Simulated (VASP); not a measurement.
# Ge2Sb2O (P4/mmm) in VASP: further runs, part 2 of 2

VASP 6.6.1. Earlier steps stand in the parts before.

## 5. Relaxation of cell and atoms, PBE

This run uses another cell than the first one, of 22.93 Å³/atom.

File INCAR:

```
SYSTEM = Ge2Sb2O
ALGO = Normal
EDIFF = 1E-7
EDIFFG = -0.04
ENCUT = 600
GGA = PE
GGA_COMPAT = .False.
IBRION = 2
ISIF = 3
ISMEAR = 0
LASPH = .True.
LCHARG = .False.
LREAL = .False.
LWAVE = .False.
NELM = 120
NELMIN = 4
NSW = 90
PREC = Accurate
SIGMA = 0.1
```

File KPOINTS:

```
k-points
0
Gamma
  4 4 4
  0 0 0
```

File POSCAR:

```
Ge2Sb2O
1.0
    3.9731075300      0.0000000000      0.0000000000
    0.0000000000      3.9731075300      0.0000000000
    0.0000000000      0.0000000000      7.2640877000
Ge Sb O
2 2 1
Direct
    0.5000000000      0.5000000000      0.5000000000
    0.5000000000      0.5000000000      0.0000000000
    0.5000000000      0.5000000000      0.7624685800
    0.5000000000      0.5000000000      0.2375314200
    0.0000000000      0.0000000000      0.0000000000
```

Potentials or basis: VASP PAW PBE potentials, release 64 (Ge_d, Sb, O).

The run is started by

```
cat potpaw_PBE.64/Ge_d/POTCAR potpaw_PBE.64/Sb/POTCAR potpaw_PBE.64/O/POTCAR > POTCAR
mpirun -np 1 vasp_std > vasp.out
```

OUTCAR:

```text
SYSTEM = Ge2Sb2O
   EDIFF = 1E-7
   EDIFFG = -0.04
   ENCUT = 600
   GGA = PE
   IBRION = 2
   ISIF = 3
   ISMEAR = 0
   LASPH = .True.
   LREAL = .False.
   NELM = 120
   NELMIN = 4
   NSW = 90
   PREC = Accurate

 ion  position               nearest neighbor table
   1  0.500  0.500  0.500-   3 1.91   4 1.91
   2  0.500  0.500  0.000-   3 1.73   4 1.73
   3  0.500  0.500  0.762-   2 1.73   1 1.91   4 3.45
   4  0.500  0.500  0.238-   2 1.73   1 1.91   3 3.45
   5  0.000  0.000  0.000-

  LATTYP: Found a simple tetragonal cell.
 ALAT       =     3.9731075300
 C/A-ratio  =     1.8283138941

  Lattice vectors:

 A1 = (   3.9731075300,   0.0000000000,   0.0000000000)
 A2 = (   0.0000000000,   3.9731075300,   0.0000000000)
 A3 = (   0.0000000000,   0.0000000000,   7.2640877000)

Analysis of symmetry for initial positions (statically):
=====================================================================
 Subroutine PRICEL returns:
 Original cell was already a primitive cell.

 Routine SETGRP: Setting up the symmetry group for a
 simple tetragonal supercell.

[... 158 lines left out ...]

 number of electron      43.9999988 magnetization

 Free energy of the ion-electron system (eV)
  ---------------------------------------------------
  ext. energy  EPLUGINS =         0.00000000
  ---------------------------------------------------
  free energy    TOTEN  =         9.31888240 eV

  energy without entropy =        9.33667167  energy(sigma->0) =        9.32777703

------------------------ aborting loop because EDIFF is reached ----------------------------------------

  FORCE on cell =-STRESS in cart. coord.  units (eV):
  Direction    XX          YY          ZZ          XY          YZ          ZX
  --------------------------------------------------------------------------------------
  -------------------------------------------------------------------------------------
  Total       -1.9431438     -1.9431438    200.1381092      0.0000000     -0.0000000     -0.0000000
  in kB      -27.1502484    -27.1502484   2796.3959072      0.0000000     -0.0000000     -0.0000000
  external PRESSURE =     914.0318035 kB  Pullay stress =       0.0000000 kB
[... 1688 lines left out ...]
     25       5.4126      0.98224
     26       6.6426      0.00000

[... ionic steps 4 to 23 ...]

--------------------------------------- Ionic step       24  -------------------------------------------

 number of electron      43.9999918 magnetization

------------------------ aborting loop because EDIFF is reached ----------------------------------------
[... 73 lines left out ...]
--------------------------------------- Ionic step       26  -------------------------------------------

 number of electron      43.9999935 magnetization

 Free energy of the ion-electron system (eV)
  ---------------------------------------------------
  ext. energy  EPLUGINS =         0.00000000
  ---------------------------------------------------
  free energy    TOTEN  =       -22.29880744 eV

  energy without entropy =      -22.28324654  energy(sigma->0) =      -22.29102699

 E-fermi :   6.4497     XC(G=0): -10.3963

 val. band max:        6.4344502462   @ k =   0.5000   0.0000   0.0000
 cond. band min:       6.4557723862   @ k =   0.2500   0.2500   0.5000
 fundamental gap:      0.0213221400
 Fermi energy:         6.4496500812
[... 552 lines left out ...]
  FREE ENERGIE OF THE ION-ELECTRON SYSTEM (eV)
  ---------------------------------------------------
  free  energy   TOTEN  =       -22.2988074363 eV

  energy  without entropy=      -22.2832465426  energy(sigma->0) =      -22.29102699

 reached required accuracy - stopping structural energy minimisation
```

OSZICAR:

```text
N       E                     dE             d eps       ncg     rms          rms(c)
DAV:   1     0.462531838155E+03    0.46253E+03   -0.22889E+04  1104   0.356E+03
DAV:   2     0.761294896277E+02   -0.38640E+03   -0.37881E+03  1040   0.809E+02
DAV:   3     0.922161603218E+01   -0.66908E+02   -0.65782E+02  1152   0.206E+02
[... 437 lines left out ...]
DAV:   3    -0.222988196955E+02    0.30816E-04   -0.15289E-04  1176   0.851E-02    0.227E-02
DAV:   4    -0.222988071830E+02    0.12512E-04   -0.31791E-05  1178   0.648E-02    0.553E-03
DAV:   5    -0.222988071619E+02    0.21110E-07   -0.38367E-06  1130   0.198E-02    0.323E-03
DAV:   6    -0.222988073495E+02   -0.18759E-06   -0.56993E-07   974   0.100E-02    0.975E-04
DAV:   7    -0.222988074363E+02   -0.86807E-07   -0.48577E-08   482   0.221E-03
  26 F= -.22298807E+02 E0= -.22291027E+02  d E =-.328659E-01
```

CONTCAR:

```text
Ge2Sb2O
   1.00000000000000
     3.0726691139012678    0.0000000000000000   -0.0000000000000000
     0.0000000000000000    3.0726691139012678    0.0000000000000000
     0.0000000000000000   -0.0000000000000000   10.9296586920581209
  Ge              Sb              O
     2     2     1
Direct
     0.5000000000000000    0.5000000000000000    0.5000000000000000
     0.5000000000000000    0.5000000000000000    0.0000000000000000
     0.5000000000000000    0.5000000000000000    0.7482323328266607
     0.5000000000000000    0.5000000000000000    0.2517676671733392
     0.0000000000000000    0.0000000000000000    0.0000000000000000

  0.00000000E+00  0.00000000E+00  0.00000000E+00
  0.00000000E+00  0.00000000E+00  0.00000000E+00
  0.00000000E+00  0.00000000E+00  0.00000000E+00
  0.00000000E+00  0.00000000E+00  0.00000000E+00
  0.00000000E+00  0.00000000E+00  0.00000000E+00
```

Run time: 13 min. Hardware: 1 thread of Intel Xeon 6975P-C (Granite Rapids), shared host; peak memory 0.29 GiB.

What came out:

* Free energy: -22.2988 eV
* Relaxed volume: 20.64 Å³/atom
* Relaxed cell: a = 3.073 Å, b = 3.073 Å, c = 10.930 Å, α = 90.00°, β = 90.00°, γ = 90.00°
* Space group after relaxing (to 0.1 Å): P4/mmm (No. 123)
* Pressure after relaxing: 0.0 GPa
* Largest force after relaxing: 0.040 eV/Å
* Band gap on the k mesh: zero (bands 22 and 23 overlap by 5.52 eV)

Forces on the atoms (eV/Å):
```
Ge   0.000  0.000  0.000
Ge   0.000  0.000  0.000
Sb   0.000  0.000  0.040
Sb   0.000  0.000 -0.040
O    0.000  0.000  0.000
```

Stress tensor (GPa, compression positive):
```
-0.11  0.00  0.00
 0.00 -0.11  0.00
 0.00  0.00  0.27
```

Final structure:
```
Ge Sb O
1.0
     3.07267    0.00000    0.00000
     0.00000    3.07267    0.00000
     0.00000    0.00000   10.92966
Ge Sb O
2 2 1
Direct
  0.50000 0.50000 0.50000
  0.50000 0.50000 0.00000
  0.50000 0.50000 0.74823
  0.50000 0.50000 0.25177
  0.00000 0.00000 0.00000
```

Levels at points of the mesh, in eV from the Fermi level:
| k point | band 20 | band 21 | band 22 | band 23 | band 24 | band 25 |
| --- | --- | --- | --- | --- | --- | --- |
| (0.00, 0.00, 0.00) | 0.31 | 2.05 | 3.94 | 3.94 | 4.60 | 4.60 |
| (0.50, 0.00, 0.00) | -2.54 | -2.20 | -0.02 | 1.76 | 2.46 | 3.33 |
| (0.50, 0.50, 0.00) | -2.58 | -2.40 | -2.40 | -1.58 | -0.17 | -0.17 |
| (0.00, 0.00, 0.50) | -0.41 | 3.94 | 3.94 | 4.45 | 4.60 | 4.60 |
| (0.50, 0.00, 0.50) | -2.06 | -1.66 | -1.18 | 1.48 | 1.52 | 4.88 |
| (0.50, 0.50, 0.50) | -2.56 | -2.23 | -2.23 | -0.26 | -0.26 | 0.82 |

Caveat: the k points lie up to 0.51 Å⁻¹ apart in the final cell, too coarse for converged energies and pressures of a metal; a cell axis changed by over 15 % at a fixed basis, so the end point is rough; spin-orbit coupling is left out, which moves the levels of the heavy elements.

## 6. Overview

| task | cell | k mesh | gap on the mesh (eV) | pressure (GPa) | largest force (eV/Å) |
| --- | --- | --- | --- | --- | --- |
| single point | a = 3.064, b = 3.064, c = 11.253 Å, 5 atoms, atomic positions A | 4 × 4 × 4 | none | 0.1 | - |
| single point | a = 3.973, b = 3.973, c = 7.264 Å, 5 atoms, atomic positions B | 4 × 4 × 4 | - | 91.4 | 21.21 |
| single point | a = 3.031, b = 3.031, c = 11.702 Å, 5 atoms, atomic positions C | 6 × 6 × 2 | none | 0.0 | 0.01 |
| relaxation of cell and atoms | relaxed from a = 3.973, b = 3.973, c = 7.264 Å, 5 atoms, atomic positions B | 4 × 4 × 4 | none | 0.0 | 0.04 |

Alike in all rows: level PBE; potentials or basis VASP PAW PBE potentials, release 64 (Ge_d, Sb, O); no spin polarisation; cutoff (eV) 600; smearing gaussian 0.1 eV.

Caveats: some runs use coarse meshes; spin-orbit coupling is left out, which moves the levels of the heavy elements; atoms lie so close that the PAW spheres overlap strongly, which falsifies energies and pressures (at least some runs); forces of over 1 eV/Å act on the atoms, so gaps and moduli don't describe the material at rest (at least some runs); a cell axis changed by over 15 % at a fixed basis, so the end point is rough (at least some runs).

Absolute energies hang on the potentials; compare differences alone.
